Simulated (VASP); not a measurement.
# CdS (Fm-3m) in VASP: notebook, part 2 of 2

VASP 6.6.1.

### 3 Single point, LDA

This run uses another cell than the first one, of 19.03 Å³/atom, 0.939 times its volume.

File INCAR:

```
SYSTEM = CdS
PREC = Accurate
ENCUT = 520
EDIFF = 1E-6
ISMEAR = -1
SIGMA = 0.02
LREAL = .False.
LASPH = .True.
NELM = 60
ALGO = Normal
ISIF = 2
LWAVE = .False.
LCHARG = .False.
NBANDS = 16
```

File KPOINTS:

```
Automatic mesh
0
Gamma
  8 8 8
  0 0 0
```

File POSCAR:

```
CdS
1.0
    0.0000000000      2.6697013096      2.6697013096
    2.6697013096      0.0000000000      2.6697013096
    2.6697013096      2.6697013096      0.0000000000
Cd S
1 1
Direct
    0.0000000000      0.0000000000      0.0000000000
    0.5000000000      0.5000000000      0.5000000000
```

Potentials or basis: VASP PAW LDA potentials, release 64 (Cd, S).

Launch:

```console
$ cat potpaw_LDA.64/Cd/POTCAR potpaw_LDA.64/S/POTCAR > POTCAR
$ mpirun -np 1 vasp_std > vasp.out
```

OUTCAR:

```text
SYSTEM = CdS
   PREC = Accurate
   ENCUT = 520
   EDIFF = 1E-6
   ISMEAR = -1
   LREAL = .False.
   LASPH = .True.
   NELM = 60
   ISIF = 2

 ion  position               nearest neighbor table
   1  0.000  0.000  0.000-   2 2.67   2 2.67   2 2.67   2 2.67   2 2.67   2 2.67
   2  0.500  0.500  0.500-   1 2.67   1 2.67   1 2.67   1 2.67   1 2.67   1 2.67

  LATTYP: Found a face centered cubic cell.
 ALAT       =     5.3394026192

  Lattice vectors:

 A1 = (   0.0000000000,   2.6697013096,   2.6697013096)
 A2 = (   2.6697013096,   0.0000000000,   2.6697013096)
 A3 = (   2.6697013096,   2.6697013096,   0.0000000000)

Analysis of symmetry for initial positions (statically):
=====================================================================
 Subroutine PRICEL returns:
 Original cell was already a primitive cell.

 Routine SETGRP: Setting up the symmetry group for a
 face centered cubic supercell.

 Subroutine GETGRP returns: Found 48 space group operations
 (whereof 48 operations were pure point group operations)
 out of a pool of 48 trial point group operations.

The static configuration has the point symmetry O_h .

Analysis of symmetry for dynamics (positions and initial velocities):
=====================================================================
 Subroutine PRICEL returns:
 Original cell was already a primitive cell.

 Routine SETGRP: Setting up the symmetry group for a
 face centered cubic supercell.

 Subroutine GETGRP returns: Found 48 space group operations
 (whereof 48 operations were pure point group operations)
 out of a pool of 48 trial point group operations.

The dynamic configuration has the point symmetry O_h .

 Subroutine INISYM returns: Found 48 space group operations
 (whereof 48 operations are pure point group operations),
 and found     1 'primitive' translations

----------------------------------------------------------------------------------------

                                     Primitive cell

  volume of cell :      38.0556

  direct lattice vectors                    reciprocal lattice vectors
     0.000000000  2.669701310  2.669701310    -0.187286869  0.187286869  0.187286869
     2.669701310  0.000000000  2.669701310     0.187286869 -0.187286869  0.187286869
     2.669701310  2.669701310  0.000000000     0.187286869  0.187286869 -0.187286869

  length of vectors
     3.775527800  3.775527800  3.775527800     0.324390373  0.324390373  0.324390373

  position of ions in fractional coordinates (direct lattice)
     0.000000000  0.000000000  0.000000000
     0.500000000  0.500000000  0.500000000

  ion indices of the primitive-cell ions
   primitive index   ion index
                 1           1
                 2           2

----------------------------------------------------------------------------------------

 KPOINTS: Automatic mesh

Automatic generation of k-mesh.
 Grid dimensions read from file:
 generate k-points for:    8    8    8

 Generating k-lattice:

  Cartesian coordinates                     Fractional coordinates (reciprocal lattice)
    -0.023410859  0.023410859  0.023410859     0.125000000  0.000000000  0.000000000
     0.023410859 -0.023410859  0.023410859     0.000000000  0.125000000  0.000000000
     0.023410859  0.023410859 -0.023410859     0.000000000  0.000000000  0.125000000

  Length of vectors
     0.040548797  0.040548797  0.040548797

  Shift w.r.t. Gamma in fractional coordinates (k-lattice)
     0.000000000  0.000000000  0.000000000

 Subroutine IBZKPT returns following result:
 ===========================================

 Found     29 irreducible k-points:

 Following reciprocal coordinates:
            Coordinates               Weight
  0.000000  0.000000  0.000000      1.000000
  0.125000  0.000000  0.000000      8.000000
  0.250000  0.000000  0.000000      8.000000
  0.375000  0.000000  0.000000      8.000000
  0.500000  0.000000  0.000000      4.000000
  0.125000  0.125000  0.000000      6.000000
[... 16 lines left out ...]
  0.500000  0.250000  0.125000     48.000000
 -0.375000  0.250000  0.125000     24.000000
 [... further k-points ...]
   k-points           NKPTS =     29   k-points in BZ     NKDIM =     29   number of bands    NBANDS=     16
   number of dos      NEDOS =    301   number of ions     NIONS =      2
   total plane-waves  NPLWV =  21952
   dimension x,y,z NGX =    28 NGY =   28 NGZ =   28
   dimension x,y,z NGXF=    56 NGYF=   56 NGZF=   56
   ions per type =               1   1
   NGX,Y,Z   is equivalent  to a cutoff of  12.33, 12.33, 12.33 a.u.
   NGXF,Y,Z  is equivalent  to a cutoff of  24.66, 24.66, 24.66 a.u.
 SYSTEM =  CdS
   PREC   = accura    normal or accurate (medium, high low for compatibility)
   ISTART =      0    job   : 0-new  1-cont  2-samecut
   ICHARG =      2    charge: 1-file 2-atom 10-const
   ISPIN  =      1    spin polarized calculation?
   LNONCOLLINEAR =      F non collinear calculations
   LSORBIT =      F    spin-orbit coupling
   LASPH  =      T    aspherical Exc in radial PAW
   ENCUT  =  520.0 eV  38.22 Ry    6.18 a.u.   7.02  7.02  7.02*2*pi/ulx,y,z
   NELM   =     60;   NELMIN=  2; NELMDL= -5     # of ELM steps
   EDIFF  = 0.1E-05   stopping-criterion for ELM
   LREAL  =      F    real-space projection
   EDIFFG = 0.1E-04   stopping-criterion for IOM
   NSW    =      0    number of steps for IOM
   IBRION =     -1    ionic relax: 0-MD 1-quasi-New 2-CG
   NFREE  =      0    steps in history (QN), initial steepest desc. (CG)
   ISIF   =      2    stress and relaxation
   ISYM   =      2    0-nonsym 1-usesym 2-fastsym
   POTIM  = 0.5000    time-step for ionic-motion
   TEBEG  =    0.0;   TEEND  =   0.0 temperature during run
   PSTRESS=    0.0 pullay stress
   NELECT =      18.0000    total number of electrons
   NUPDOWN=      -1.0000    fix difference up-down
   EMIN   =  10.00;   EMAX   =-10.00  energy-range for DOS
   EFERMI =   0.00;   METHOD = LEGACY
   ISMEAR =    -1;   SIGMA  =   0.02  broadening in eV -4-tet -1-fermi 0-gaus
   EFERMI_NEDOS =   21; number of points for ismear=-14 and -15
   IALGO  =     38    algorithm
   IMIX   =      4    mixing-type and parameters
     AMIX     =   0.40;   BMIX     =  1.00
     AMIX_MAG =   1.60;   BMIX_MAG =  1.00
  volume/ion in A,a.u.               =      19.03       128.41
  Fermi-wavevector in a.u.,A,eV,Ry     =   1.275537  2.410415 22.136599  1.626994
  Thomas-Fermi vector in A             =   2.408243
   LORBIT       =      0    0 simple, 1 ext, 2 COOP (PROOUT), +10 PAW based schemes
   GGA     = CA    functional components
   LHFCALC =     F    Hartree Fock is set to
   AEXX    =    0.0000 exact exchange contribution
   IVDW    =     0    specifies the selected vdW correction
   LEPSILON=     F    determine dielectric tensor
   LRPA    =     F    only Hartree local field effects (RPA)
 non-spin polarized calculation
  energy-cutoff  :      520.00
  volume of cell :       38.06
 maximum number of plane-waves:      1036
   NGX = 13   NGY = 13   NGZ = 13

 number of electron      18.0000005 magnetization

 Free energy of the ion-electron system (eV)
  ---------------------------------------------------
  ext. energy  EPLUGINS =         0.00000000
  ---------------------------------------------------
  free energy    TOTEN  =        -7.26497073 eV

  energy without entropy =       -7.26423050  energy(sigma->0) =       -7.26460061

 E-fermi :   3.5548     XC(G=0): -11.1105

 val. band max:        3.5281151857   @ k =   0.5000   0.0000   0.0000
 cond. band min:       4.3461932262   @ k =   0.3750   0.3750   0.0000
 fundamental gap:      0.8180780404
 Fermi energy:         3.5548018026

 k-point     1 :       0.0000    0.0000    0.0000
  band No.  band energies     occupation
      1      -9.8219      2.00000
      2      -4.3236      2.00000
      3      -4.3236      2.00000
      4      -4.3182      2.00000
      5      -4.3182      2.00000
      6      -4.3182      2.00000
[... 8 lines left out ...]
     15      15.1573      0.00000
     16      15.1573      0.00000
[... 419 lines left out ...]
 k-point    24 :      -0.3750    0.2500    0.1250
  band No.  band energies     occupation
      1      -8.5123      2.00000
      2      -4.6228      2.00000
      3      -4.4821      2.00000
      4      -4.4042      2.00000
      5      -4.0434      2.00000
      6      -3.9301      2.00000
[... 8 lines left out ...]
     15      16.0926      0.00000
     16      18.2678      0.00000

 [... further k-points ...]

------------------------ aborting loop because EDIFF is reached ----------------------------------------

  FORCE on cell =-STRESS in cart. coord.  units (eV):
  Direction    XX          YY          ZZ          XY          YZ          ZX
  --------------------------------------------------------------------------------------
  -------------------------------------------------------------------------------------
  Total        0.1810550      0.1810550      0.1810550      0.0000000     -0.0000000      0.0000000
  in kB        7.6225974      7.6225974      7.6225974      0.0000000     -0.0000000      0.0000000
  external PRESSURE =       7.6225974 kB  Pullay stress =       0.0000000 kB

 VOLUME and BASIS-vectors are now :
 -----------------------------------------------------------------------------
  energy-cutoff  :      520.00
  volume of cell :       38.06
      direct lattice vectors                 reciprocal lattice vectors
     0.000000000  2.669701310  2.669701310    -0.187286869  0.187286869  0.187286869
     2.669701310  0.000000000  2.669701310     0.187286869 -0.187286869  0.187286869
     2.669701310  2.669701310  0.000000000     0.187286869  0.187286869 -0.187286869

 POSITION                                       TOTAL-FORCE (eV/Angst)
 -----------------------------------------------------------------------------------
      0.00000      0.00000      0.00000         0.000000      0.000000      0.000000
      2.66970      2.66970      2.66970        -0.000000     -0.000000     -0.000000
 -----------------------------------------------------------------------------------
    total drift:                                0.000000      0.000000      0.000000

  FREE ENERGIE OF THE ION-ELECTRON SYSTEM (eV)
  ---------------------------------------------------
  free  energy   TOTEN  =        -7.2649707262 eV

  energy  without entropy=       -7.2642304988  energy(sigma->0) =       -7.26460061
```

OSZICAR:

```text
N       E                     dE             d eps       ncg     rms          rms(c)
DAV:   1     0.113371502153E+03    0.11337E+03   -0.94166E+03   944   0.107E+03
DAV:   2    -0.386937746564E+01   -0.11724E+03   -0.10820E+03  1120   0.266E+02
DAV:   3    -0.778590767357E+01   -0.39165E+01   -0.39094E+01  1144   0.504E+01
DAV:   4    -0.780366753579E+01   -0.17760E-01   -0.17758E-01  1152   0.347E+00
DAV:   5    -0.780382222733E+01   -0.15469E-03   -0.15469E-03  1136   0.317E-01    0.884E+00
DAV:   6    -0.730036851709E+01    0.50345E+00   -0.77599E-01  1264   0.122E+01    0.719E+00
DAV:   7    -0.727016185306E+01    0.30207E-01   -0.14625E-01  1144   0.287E+00    0.342E+00
DAV:   8    -0.726547065122E+01    0.46912E-02   -0.18937E-02  1024   0.174E+00    0.320E-01
DAV:   9    -0.726500618505E+01    0.46447E-03   -0.22083E-03  1224   0.730E-01    0.463E-02
DAV:  10    -0.726496646852E+01    0.39717E-04   -0.21635E-04  1144   0.180E-01    0.368E-02
DAV:  11    -0.726497209058E+01   -0.56221E-05   -0.31199E-05  1072   0.488E-02    0.234E-02
DAV:  12    -0.726497128852E+01    0.80206E-06   -0.11216E-05  1112   0.285E-02    0.107E-02
DAV:  13    -0.726497072620E+01    0.56231E-06   -0.22783E-06   912   0.103E-02
   1 F= -.72649707E+01 E0= -.72646006E+01  d E =-.740227E-03
```

stdout:

```text
POSCAR found type information on POSCAR CdS
 POSCAR found :  2 types and       2 ions
 scaLAPACK will be used
 LDA part: xc-table for (Slater(with rela. corr.)+CA(PZ))
 , standard interpolation
 POSCAR, INCAR and KPOINTS ok, starting setup
 FFT: planning ... GRIDC
 FFT: planning ... GRID_SOFT
 FFT: planning ... GRID
 WAVECAR not read
 entering main loop
```

It took 14 s on 1 thread of Intel Xeon Platinum 8375C at 2.90GHz (Ice Lake), shared host; peak memory 0.14 GiB.

What came out:

```yaml
Free_energy: -7.2650 eV
Pressure: 0.8 GPa
Band_gap_on_the_k_mesh: zero (band 9 reaches 3.53 eV, above the bottom of band 10 at 3.52 eV)
```

### 4 Single point, PBE

File INCAR:

```
PREC = Accurate ; ENCUT = 520
EDIFF = 1E-7 ; ISMEAR = -1
SIGMA = 0.02 ; LREAL = False
LASPH = True ; NELM = 80
ALGO = Normal ; ISIF = 2
LWAVE = False ; LCHARG = False
GGA = PE ; NBANDS = 16
```

File KPOINTS:

```
regular mesh
0
Gamma
  8 8 8
```

File POSCAR:

```
CdS
1.0
    0.0000000000      2.7267765870      2.7267765870
    2.7267765870      0.0000000000      2.7267765870
    2.7267765870      2.7267765870      0.0000000000
Cd S
1 1
Direct
    0.0000000000      0.0000000000      0.0000000000
    0.5000000000      0.5000000000      0.5000000000
```

Potentials or basis: VASP PAW PBE potentials, release 64 (Cd, S).

Launch:

```console
$ cat potpaw_PBE.64/Cd/POTCAR potpaw_PBE.64/S/POTCAR > POTCAR
$ mpirun -np 1 vasp_std > vasp.out
```

OUTCAR:

```text
PREC = Accurate
   ENCUT = 520
   EDIFF = 1E-7
   ISMEAR = -1
   LREAL = False
   LASPH = True
   NELM = 80
   ISIF = 2
   GGA = PE

 ion  position               nearest neighbor table
   1  0.000  0.000  0.000-   2 2.73   2 2.73   2 2.73   2 2.73   2 2.73   2 2.73
   2  0.500  0.500  0.500-   1 2.73   1 2.73   1 2.73   1 2.73   1 2.73   1 2.73

  LATTYP: Found a face centered cubic cell.
 ALAT       =     5.4535531740

  Lattice vectors:

 A1 = (   0.0000000000,   2.7267765870,   2.7267765870)
 A2 = (   2.7267765870,   0.0000000000,   2.7267765870)
 A3 = (   2.7267765870,   2.7267765870,   0.0000000000)

Analysis of symmetry for initial positions (statically):
=====================================================================
 Subroutine PRICEL returns:
 Original cell was already a primitive cell.

 Routine SETGRP: Setting up the symmetry group for a
 face centered cubic supercell.

 Subroutine GETGRP returns: Found 48 space group operations
 (whereof 48 operations were pure point group operations)
 out of a pool of 48 trial point group operations.

The static configuration has the point symmetry O_h .

Analysis of symmetry for dynamics (positions and initial velocities):
=====================================================================
 Subroutine PRICEL returns:
 Original cell was already a primitive cell.

 Routine SETGRP: Setting up the symmetry group for a
 face centered cubic supercell.

 Subroutine GETGRP returns: Found 48 space group operations
 (whereof 48 operations were pure point group operations)
 out of a pool of 48 trial point group operations.

The dynamic configuration has the point symmetry O_h .

 Subroutine INISYM returns: Found 48 space group operations
 (whereof 48 operations are pure point group operations),
 and found     1 'primitive' translations

----------------------------------------------------------------------------------------

[... 106 lines left out ...]
   EFERMI =   0.00;   METHOD = LEGACY
   ISMEAR =    -1;   SIGMA  =   0.02  broadening in eV -4-tet -1-fermi 0-gaus
   EFERMI_NEDOS =   21; number of points for ismear=-14 and -15
   IALGO  =     38    algorithm
   IMIX   =      4    mixing-type and parameters
     AMIX     =   0.40;   BMIX     =  1.00
     AMIX_MAG =   1.60;   BMIX_MAG =  1.00
  volume/ion in A,a.u.               =      20.27       136.82
  Fermi-wavevector in a.u.,A,eV,Ry     =   1.248838  2.359962 21.219597  1.559596
  Thomas-Fermi vector in A             =   2.382906
   LORBIT       =      0    0 simple, 1 ext, 2 COOP (PROOUT), +10 PAW based schemes
   GGA     = PE    functional components
[... 5 lines left out ...]
 non-spin polarized calculation
  energy-cutoff  :      520.00
  volume of cell :       40.55
 maximum number of plane-waves:      1106
 NGX is ok and might be reduce to    30
   NGX = 15   NGY = 15   NGZ = 15

 number of electron      18.0000003 magnetization

 Free energy of the ion-electron system (eV)
  ---------------------------------------------------
  ext. energy  EPLUGINS =         0.00000000
  ---------------------------------------------------
  free energy    TOTEN  =        -5.86885613 eV

  energy without entropy =       -5.86884035  energy(sigma->0) =       -5.86884824

 E-fermi :   3.1441     XC(G=0): -10.4468

 val. band max:        2.9993331447   @ k =   0.5000   0.0000   0.0000
 cond. band min:       3.2524993869   @ k =   0.5000   0.5000   0.0000
 fundamental gap:      0.2531662422
 Fermi energy:         3.1441132147

 k-point     1 :       0.0000    0.0000    0.0000
  band No.  band energies     occupation
      1      -9.8628      2.00000
      2      -4.6338      2.00000
      3      -4.6338      2.00000
      4      -4.6336      2.00000
      5      -4.6336      2.00000
      6      -4.6336      2.00000
[... 433 lines left out ...]
      3      -4.7376      2.00000
      4      -4.6875      2.00000
      5      -4.4111      2.00000
      6      -4.3148      2.00000
[... 8 lines left out ...]
     15      15.3916      0.00000
     16      17.5222      0.00000

 [... further k-points ...]

------------------------ aborting loop because EDIFF is reached ----------------------------------------

  FORCE on cell =-STRESS in cart. coord.  units (eV):
  Direction    XX          YY          ZZ          XY          YZ          ZX
  --------------------------------------------------------------------------------------
  -------------------------------------------------------------------------------------
  Total        0.5459477      0.5459477      0.5459477      0.0000000      0.0000000      0.0000000
  in kB       21.5716280     21.5716280     21.5716280      0.0000000      0.0000000      0.0000000
  external PRESSURE =      21.5716280 kB  Pullay stress =       0.0000000 kB

 VOLUME and BASIS-vectors are now :
 -----------------------------------------------------------------------------
  energy-cutoff  :      520.00
  volume of cell :       40.55
      direct lattice vectors                 reciprocal lattice vectors
     0.000000000  2.726776587  2.726776587    -0.183366691  0.183366691  0.183366691
     2.726776587  0.000000000  2.726776587     0.183366691 -0.183366691  0.183366691
     2.726776587  2.726776587  0.000000000     0.183366691  0.183366691 -0.183366691

 POSITION                                       TOTAL-FORCE (eV/Angst)
 -----------------------------------------------------------------------------------
      0.00000      0.00000      0.00000         0.000000      0.000000      0.000000
      2.72678      2.72678      2.72678         0.000000      0.000000      0.000000
 -----------------------------------------------------------------------------------
    total drift:                               -0.000000      0.000000      0.000000

  FREE ENERGIE OF THE ION-ELECTRON SYSTEM (eV)
  ---------------------------------------------------
  free  energy   TOTEN  =        -5.8688561272 eV

  energy  without entropy=       -5.8688403461  energy(sigma->0) =       -5.86884824
```

It took 22 s on 1 thread of Intel Xeon Platinum 8375C at 2.90GHz (Ice Lake), shared host; peak memory 0.17 GiB.

Results:

| Item | Value |
| --- | --- |
| Free energy | -5.8689 eV |
| Pressure | 2.2 GPa |
| Band gap on the k mesh | 0.25 eV, indirect (least direct gap 1.72 eV) |

### 5 Overview

| level | potentials or basis | cell | k mesh | smearing | gap on the mesh (eV) | pressure (GPa) |
| --- | --- | --- | --- | --- | --- | --- |
| PBE | VASP PAW PBE potentials, release 64 (Cd, S) | a = 3.856 Å, angles 60.0°, 2 atoms | 4 × 4 × 4 | gaussian 0.01 eV | 0.21 | 2.6 |
| LDA | VASP PAW LDA potentials, release 64 (Cd, S) | a = 3.776 Å, angles 60.0°, 2 atoms | 8 × 8 × 8 | fermi-dirac 0.02 eV | none | 0.8 |
| PBE | VASP PAW PBE potentials, release 64 (Cd, S) | a = 3.856 Å, angles 60.0°, 2 atoms | 8 × 8 × 8 | fermi-dirac 0.02 eV | 0.25 | 2.2 |

Alike in all rows: task single point; no spin polarisation; cutoff (eV) 520.

Caveats: some runs use coarse meshes.

Absolute energies hang on the potentials; compare differences alone.
